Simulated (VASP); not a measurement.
# P (Cmce) in VASP: a series of runs

The runs below take P through single point, with r2SCAN.

Everything below comes from runs of VASP 6.6.1. Logs are shortened: lines on timing, memory, paths and dates and some standing lists are left out, and cuts for length are marked.

## Step 1: The cell of the first run

The structure is orthorhombic, space group Cmce (No. 64). The conventional cell has a = 3.346 Å, b = 10.867 Å, c = 4.421 Å, α = 90.00°, β = 90.00°, γ = 90.00°. Within 2.9 Å of P (site symmetry m) lie 3 P at 2.22 to 2.24 Å.

## Step 2: Single point, r2SCAN

POSCAR

```
P
1.0
    1.6729924733     -5.4334887000      0.0000000000
    1.6729924733      5.4334887000      0.0000000000
    0.0000000000      0.0000000000      4.4207430016
P
4
Direct
    0.0973570471      0.9026429529      0.0847477066
    0.5973570471      0.4026429529      0.4152522934
    0.9026429529      0.0973570471      0.9152522934
    0.4026429529      0.5973570471      0.5847477066
```

INCAR.step1

```
PREC = Accurate ; ENCUT = 520
ISMEAR = 0 ; SIGMA = 0.1
LREAL = F ; LASPH = T
NELM = 100 ; NBANDS = 18
GGA = PE ; ALGO = Normal
EDIFF = 1E-4 ; LWAVE = T
LCHARG = F
```

INCAR.step2

```
PREC = Accurate ; ENCUT = 520
EDIFF = 1E-6 ; ISMEAR = 0
SIGMA = 0.1 ; LREAL = F
LASPH = T ; NELM = 100
ALGO = Normal ; ISIF = 2
LWAVE = F ; LCHARG = F
METAGGA = R2SCAN ; LMIXTAU = T
NBANDS = 18 ; ISTART = 1
```

KPOINTS

```
regular mesh
0
Gamma
  4 4 4
```

Potentials or basis: VASP PAW PBE potentials, release 64 (P).

On the command line:

```sh
$ cat potpaw_PBE.64/P/POTCAR > POTCAR
$ cp INCAR.step1 INCAR
$ mpirun -np 1 vasp_std > vasp.out
$ cp INCAR.step2 INCAR
$ mpirun -np 1 vasp_std > vasp.out
```

OUTCAR:

```text
PREC = Accurate
   ENCUT = 520
   EDIFF = 1E-6
   ISMEAR = 0
   LREAL = F
   LASPH = T
   NELM = 100
   ISIF = 2
   METAGGA = R2SCAN
   ISTART = 1

 ion  position               nearest neighbor table
   1  0.097  0.903  0.085-   2 2.22   2 2.22   3 2.24
   2  0.597  0.403  0.415-   1 2.22   1 2.22   4 2.24
   3  0.903  0.097  0.915-   4 2.22   4 2.22   1 2.24
   4  0.403  0.597  0.585-   3 2.22   3 2.22   2 2.24

  LATTYP: Found a base centered orthorhombic cell.
 ALAT       =     3.3459849466
 B/A-ratio  =     3.2477663748
 C/A-ratio  =     1.3212082756

  Lattice vectors:

 A1 = (   1.6729924733,  -5.4334887000,   0.0000000000)
 A2 = (   1.6729924733,   5.4334887000,   0.0000000000)
 A3 = (   0.0000000000,   0.0000000000,   4.4207430016)

Analysis of symmetry for initial positions (statically):
=====================================================================
 Subroutine PRICEL returns:
 Original cell was already a primitive cell.

 Routine SETGRP: Setting up the symmetry group for a
 base centered orthorhombic supercell.

 Subroutine GETGRP returns: Found  8 space group operations
 (whereof  4 operations were pure point group operations)
 out of a pool of  8 trial point group operations.

The static configuration has the point symmetry C_2h.
 The point group associated with its full space group is D_2h.

Analysis of symmetry for dynamics (positions and initial velocities):
=====================================================================
 Subroutine PRICEL returns:
 Original cell was already a primitive cell.

 Routine SETGRP: Setting up the symmetry group for a
 base centered orthorhombic supercell.

 Subroutine GETGRP returns: Found  8 space group operations
 (whereof  4 operations were pure point group operations)
 out of a pool of  8 trial point group operations.

The dynamic configuration has the point symmetry C_2h.
 The point group associated with its full space group is D_2h.

 Subroutine INISYM returns: Found  8 space group operations
 (whereof  4 operations are pure point group operations),
 and found     1 'primitive' translations

----------------------------------------------------------------------------------------

                                     Primitive cell

  volume of cell :      80.3707
[... 86 lines left out ...]
   LASPH  =      T    aspherical Exc in radial PAW
   ENCUT  =  520.0 eV  38.22 Ry    6.18 a.u.  10.57 10.57  8.22*2*pi/ulx,y,z
   NELM   =    100;   NELMIN=  2; NELMDL=  0     # of ELM steps
   EDIFF  = 0.1E-05   stopping-criterion for ELM
   LREAL  =      F    real-space projection
   EDIFFG = 0.1E-04   stopping-criterion for IOM
   NSW    =      0    number of steps for IOM
   IBRION =     -1    ionic relax: 0-MD 1-quasi-New 2-CG
   NFREE  =      0    steps in history (QN), initial steepest desc. (CG)
   ISIF   =      2    stress and relaxation
   ISYM   =      2    0-nonsym 1-usesym 2-fastsym
   POTIM  = 0.5000    time-step for ionic-motion
   TEBEG  =    0.0;   TEEND  =   0.0 temperature during run
   PSTRESS=    0.0 pullay stress
   NELECT =      20.0000    total number of electrons
   NUPDOWN=      -1.0000    fix difference up-down
   EMIN   =  10.00;   EMAX   =-10.00  energy-range for DOS
   EFERMI =   0.00;   METHOD = LEGACY
   ISMEAR =     0;   SIGMA  =   0.10  broadening in eV -4-tet -1-fermi 0-gaus
   EFERMI_NEDOS =   21; number of points for ismear=-14 and -15
   IALGO  =     38    algorithm
   IMIX   =      4    mixing-type and parameters
     AMIX     =   0.40;   BMIX     =  1.00
     AMIX_MAG =   1.60;   BMIX_MAG =  1.00
  volume/ion in A,a.u.               =      20.09       135.59
  Fermi-wavevector in a.u.,A,eV,Ry     =   1.029719  1.945887 14.426552  1.060322
  Thomas-Fermi vector in A             =   2.163781
   LORBIT       =      0    0 simple, 1 ext, 2 COOP (PROOUT), +10 PAW based schemes
   METAGGA = R2SCAN    functional components
   LHFCALC =     F    Hartree Fock is set to
   AEXX    =    0.0000 exact exchange contribution
   IVDW    =     0    specifies the selected vdW correction
   LEPSILON=     F    determine dielectric tensor
   LRPA    =     F    only Hartree local field effects (RPA)
 non-spin polarized calculation
 Gauss-broadening in eV      SIGMA  =   0.10
  energy-cutoff  :      520.00
  volume of cell :       80.37
 maximum number of plane-waves:      2183
   NGX = 21   NGY = 21   NGZ = 17

 number of electron      19.9999999 magnetization

 Free energy of the ion-electron system (eV)
  ---------------------------------------------------
  ext. energy  EPLUGINS =         0.00000000
  ---------------------------------------------------
  free energy    TOTEN  =       -35.84601292 eV

  energy without entropy =      -35.84463064  energy(sigma->0) =      -35.84532178

 E-fermi :   6.0812     XC(G=0):  -9.9805

 val. band max:        6.0319005591   @ k =   0.5000   0.5000   0.0000
 cond. band min:       6.1305576732   @ k =   0.5000   0.5000   0.0000
 fundamental gap:      0.0986571141
 Fermi energy:         6.0812291160

 k-point     1 :       0.0000    0.0000    0.0000
  band No.  band energies     occupation
      1     -10.5873      2.00000
      2      -7.5637      2.00000
      3      -4.0922      2.00000
      4      -1.1320      2.00000
      5       0.8985      2.00000
      6       1.0505      2.00000
[... 418 lines left out ...]
      5       2.3313      2.00000
      6       2.3313      2.00000
[... 10 lines left out ...]
     17      12.5212      0.00000
     18      12.5212      0.00000

------------------------ aborting loop because EDIFF is reached ----------------------------------------

  FORCE on cell =-STRESS in cart. coord.  units (eV):
  Direction    XX          YY          ZZ          XY          YZ          ZX
  --------------------------------------------------------------------------------------
  -------------------------------------------------------------------------------------
  Total       -0.3296843     -0.1936690     -0.2611404      0.0000000      0.0000000      0.0000000
  in kB       -6.5722005     -3.8607583     -5.2057904      0.0000000      0.0000000      0.0000000
  external PRESSURE =      -5.2129164 kB  Pullay stress =       0.0000000 kB

 VOLUME and BASIS-vectors are now :
 -----------------------------------------------------------------------------
  energy-cutoff  :      520.00
  volume of cell :       80.37
      direct lattice vectors                 reciprocal lattice vectors
     1.672992473 -5.433488700  0.000000000     0.298865660 -0.092021909  0.000000000
     1.672992473  5.433488700  0.000000000     0.298865660  0.092021909  0.000000000
     0.000000000  0.000000000  4.420743002     0.000000000  0.000000000  0.226206319

 POSITION                                       TOTAL-FORCE (eV/Angst)
 -----------------------------------------------------------------------------------
      1.67299      4.37551      0.37465         0.000000      0.065972      0.056822
      1.67299     -1.05798      1.83572         0.000000      0.065972     -0.056822
      1.67299     -4.37551      4.04610         0.000000     -0.065972     -0.056822
      1.67299      1.05798      2.58502         0.000000     -0.065972      0.056822
 -----------------------------------------------------------------------------------
    total drift:                               -0.000000     -0.000000     -0.000000

  FREE ENERGIE OF THE ION-ELECTRON SYSTEM (eV)
  ---------------------------------------------------
  free  energy   TOTEN  =       -35.8460129230 eV

  energy  without entropy=      -35.8446306370  energy(sigma->0) =      -35.84532178
```

OUTCAR.step1:

```text
PREC = Accurate
   ENCUT = 520
   ISMEAR = 0
   LREAL = F
[... 667 lines left out ...]
      1.67299      4.37551      0.37465         0.000000     -0.117295     -0.196750
      1.67299     -1.05798      1.83572         0.000000     -0.117295      0.196750
      1.67299     -4.37551      4.04610         0.000000      0.117295      0.196750
      1.67299      1.05798      2.58502         0.000000      0.117295     -0.196750
 -----------------------------------------------------------------------------------
    total drift:                               -0.000000     -0.000000     -0.000000

  FREE ENERGIE OF THE ION-ELECTRON SYSTEM (eV)
  ---------------------------------------------------
  free  energy   TOTEN  =       -21.4283676233 eV

  energy  without entropy=      -21.4267013122  energy(sigma->0) =      -21.42753447
```

OSZICAR.step1:

```text
N       E                     dE             d eps       ncg     rms          rms(c)
DAV:   1     0.572339486317E+02    0.57234E+02   -0.80942E+03   756   0.933E+02
DAV:   2    -0.180031049334E+02   -0.75237E+02   -0.72112E+02  1014   0.149E+02
DAV:   3    -0.215462086923E+02   -0.35431E+01   -0.35180E+01   998   0.328E+01
DAV:   4    -0.215835081455E+02   -0.37299E-01   -0.37267E-01   982   0.405E+00
DAV:   5    -0.215842144359E+02   -0.70629E-03   -0.70618E-03   944   0.527E-01    0.102E+01
DAV:   6    -0.214744643903E+02    0.10975E+00   -0.54605E-02   914   0.120E+00    0.608E+00
DAV:   7    -0.214280737832E+02    0.46391E-01   -0.10127E-01   880   0.168E+00    0.262E-01
DAV:   8    -0.214282808627E+02   -0.20708E-03   -0.95093E-03   838   0.546E-01    0.118E-01
DAV:   9    -0.214283676233E+02   -0.86761E-04   -0.40527E-04   954   0.120E-01
   1 F= -.21428368E+02 E0= -.21427534E+02  d E =-.166631E-02
```

Wall time 3 min (1 thread of Oxide Virtual Turin-like, shared host); peak memory 0.2 GiB.

Results:

```yaml
Free_energy: -35.8460 eV
Pressure: -0.5 GPa
Largest_force: 0.087 eV/Å
Band_gap_on_the_k_mesh: 0.10 eV
```

Forces on the atoms (eV/Å):
```
P    0.000  0.066  0.057
P    0.000  0.066 -0.057
P    0.000 -0.066 -0.057
P    0.000 -0.066  0.057
```

Caveat: the k points lie up to 0.49 Å⁻¹ apart; the PAW data sets were made with another functional, which shifts forces and pressure a little.

## Step 3: Single point, r2SCAN

This run uses another cell than the first one, of 28.99 Å³/atom.

POSCAR

```
P
1.0
    2.5754014801     -4.3648279058      0.0000000000
    2.5754014801      4.3648279058      0.0000000000
    0.0000000000      0.0000000000      5.1576544062
P
4
Direct
    0.1525000000      0.8475000000      0.0785000000
    0.6525000000      0.3475000000      0.4215000000
    0.8475000000      0.1525000000      0.9215000000
    0.3475000000      0.6525000000      0.5785000000
```

INCAR.step1

```
PREC = Accurate
ENCUT = 520
ISMEAR = 0
SIGMA = 0.1
LREAL = F
LASPH = T
NELM = 100
NBANDS = 18
GGA = PE
ALGO = Normal
EDIFF = 1E-4
LWAVE = T
LCHARG = F
```

INCAR.step2

```
PREC = Accurate
ENCUT = 520
EDIFF = 1E-7
ISMEAR = 0
SIGMA = 0.1
LREAL = F
LASPH = T
NELM = 100
ALGO = Normal
ISIF = 2
LWAVE = F
LCHARG = T
METAGGA = R2SCAN
LMIXTAU = T
LELF = T
LVHAR = T
NBANDS = 18
ISTART = 1
```

KPOINTS is that of step 2.

Potentials or basis: VASP PAW PBE potentials, release 64 (P).

On the command line:

```sh
$ cat potpaw_PBE.64/P/POTCAR > POTCAR
$ cp INCAR.step1 INCAR
$ mpirun -np 1 vasp_std > vasp.out
$ cp INCAR.step2 INCAR
$ mpirun -np 1 vasp_std > vasp.out
```

Wall time 2.4 min (1 thread of Oxide Virtual Turin-like, shared host); peak memory 0.21 GiB.

Results (log left out):

```yaml
Free_energy: -29.0079 eV
Pressure: -14.9 GPa
Largest_force: 0.738 eV/Å
Band_gap_on_the_k_mesh: zero (bands 10 and 11 overlap by 0.80 eV)
```

Forces in eV/Å, atoms in the order of the input:
```
P    0.000  0.634  0.377
P    0.000  0.634 -0.377
P    0.000 -0.634 -0.377
P    0.000 -0.634  0.377
```

Stress tensor (GPa, compression positive):
```
-13.50   0.00   0.00
  0.00 -18.13   0.00
  0.00   0.00 -13.21
```

Levels at points of the mesh, in eV from the Fermi level:
| k point | band 8 | band 9 | band 10 | band 11 | band 12 | band 13 |
| --- | --- | --- | --- | --- | --- | --- |
| (0.00, 0.00, 0.00) | -1.70 | -1.44 | -0.74 | 0.57 | 1.18 | 1.52 |
| (0.50, 0.00, 0.00) | -2.37 | -0.85 | -0.85 | 0.78 | 0.78 | 1.54 |
| (0.50, 0.50, 0.00) | -1.51 | -1.23 | -0.47 | -0.23 | -0.06 | 2.45 |
| (0.00, 0.00, 0.50) | -2.33 | -1.16 | -1.16 | 0.22 | 0.22 | 0.76 |
| (0.50, 0.00, 0.50) | -2.71 | 0.57 | 0.57 | 0.92 | 0.92 | 1.94 |
| (0.50, 0.50, 0.50) | -2.89 | -0.24 | -0.24 | 0.74 | 0.74 | 2.31 |

Caveat: the cell stands under tension; the PAW data sets were made with another functional, which shifts forces and pressure a little.

## Step 4: Single point, r2SCAN

This run uses another cell than the first one, of 20.68 Å³/atom.

POSCAR

```
P
1.0
    1.6549061657     -5.4986313590      0.0000000000
    1.6549061657      5.4986313590      0.0000000000
    0.0000000000      0.0000000000      4.5442754559
P
4
Direct
    0.0955074974      0.9044925026      0.0880298318
    0.5955074974      0.4044925026      0.4119701682
    0.9044925026      0.0955074974      0.9119701682
    0.4044925026      0.5955074974      0.5880298318
```

INCAR.step1

```
ALGO     = Normal         # electronic algorithm
EDIFF    = 1E-4           # SCF threshold, eV
ENCUT    = 520            # plane-wave cutoff, eV
GGA      = PE             # functional
ISMEAR   = 0              # smearing method
LASPH    = T              # aspherical terms in the spheres
LCHARG   = F              # write CHGCAR
LREAL    = F              # projectors in reciprocal space
LWAVE    = T              # write WAVECAR
NBANDS   = 18             # bands
NELM     = 80             # most SCF steps
PREC     = Accurate       # precision mode
SIGMA    = 0.1            # smearing width, eV
```

INCAR.step2

```
ALGO     = Normal         # electronic algorithm
EDIFF    = 1E-7           # SCF threshold, eV
ENCUT    = 520            # plane-wave cutoff, eV
ISIF     = 2              # what is computed and relaxed
ISMEAR   = 0              # smearing method
ISTART   = 1            
LASPH    = T              # aspherical terms in the spheres
LCHARG   = F              # write CHGCAR
LMIXTAU  = T            
LREAL    = F              # projectors in reciprocal space
LWAVE    = F              # write WAVECAR
METAGGA  = R2SCAN         # meta-GGA
NBANDS   = 18             # bands
NELM     = 80             # most SCF steps
PREC     = Accurate       # precision mode
SIGMA    = 0.1            # smearing width, eV
```

KPOINTS

```
k-points
0
Gamma
  6 6 4
```

On the command line:

```sh
$ cat potpaw_PBE.64/P/POTCAR > POTCAR
$ cp INCAR.step1 INCAR
$ mpirun -np 1 vasp_std > vasp.out
$ cp INCAR.step2 INCAR
$ mpirun -np 1 vasp_std > vasp.out
```

It took 8.2 min on 1 thread of Oxide Virtual Turin-like, shared host; peak memory 0.27 GiB.

Results (log left out):

- Free energy: -35.9059 eV
- Pressure: -0.7 GPa
- Largest force: 0.105 eV/Å
- Band gap on the k mesh: 0.29 eV

Forces in eV/Å, atoms in the order of the input:
```
P    0.000  0.058  0.087
P    0.000  0.058 -0.087
P    0.000 -0.058 -0.087
P    0.000 -0.058  0.087
```

Stress tensor (GPa, compression positive):
```
-0.78  0.00  0.00
 0.00 -0.51  0.00
 0.00  0.00 -0.72
```

Levels at points of the mesh, in eV from the valence-band top:
| k point | band 7 | band 8 | band 9 | band 10 | band 11 | band 12 | band 13 | band 14 |
| --- | --- | --- | --- | --- | --- | --- | --- | --- |
| (0.00, 0.00, 0.00) | -4.29 | -2.84 | -2.71 | -1.23 | 0.78 | 1.29 | 2.17 | 2.99 |
| (0.50, 0.00, 0.00) | -3.52 | -3.52 | -2.69 | -2.69 | 0.91 | 0.91 | 1.69 | 1.69 |
| (0.50, 0.50, 0.00) | -4.38 | -2.55 | -1.65 | 0.00 | 0.29 | 1.05 | 2.38 | 2.88 |
| (0.00, 0.00, 0.50) | -3.45 | -3.45 | -1.71 | -1.71 | 1.70 | 1.70 | 3.08 | 3.08 |
| (0.50, 0.00, 0.50) | -5.46 | -5.46 | -1.88 | -1.88 | 1.93 | 1.93 | 3.70 | 3.70 |
| (0.50, 0.50, 0.50) | -2.92 | -2.92 | -2.00 | -2.00 | 1.66 | 1.66 | 2.86 | 2.86 |

Caveat: the PAW data sets were made with another functional, which shifts forces and pressure a little.

## Step 5: The runs side by side

```tsv
cell	k mesh	gap on the mesh (eV)	pressure (GPa)	largest force (eV/Å)
a = 5.685, b = 5.685, c = 4.421 Å, angles 90.0, 90.0, 145.8°, 4 atoms, atomic positions A	4 × 4 × 4	0.10	-0.5	0.09
a = 5.068, b = 5.068, c = 5.158 Å, angles 90.0, 90.0, 118.9°, 4 atoms, atomic positions B	4 × 4 × 4	none	-14.9	0.74
a = 5.742, b = 5.742, c = 4.544 Å, angles 90.0, 90.0, 146.5°, 4 atoms, atomic positions C	6 × 6 × 4	0.29	-0.7	0.10
```

Alike in all rows: task single point; level r2SCAN; potentials or basis VASP PAW PBE potentials, release 64 (P); no spin polarisation; cutoff (eV) 520; smearing gaussian 0.1 eV.

Caveats: some runs use coarse meshes; the PAW data sets were made with another functional, which shifts forces and pressure a little; the cell stands under tension (at least some runs).

Total energies depend on the potentials used, so only differences within one code and one set of settings carry meaning.

The gap in the log of VASP goes by the Fermi energy; the results here count the filled bands.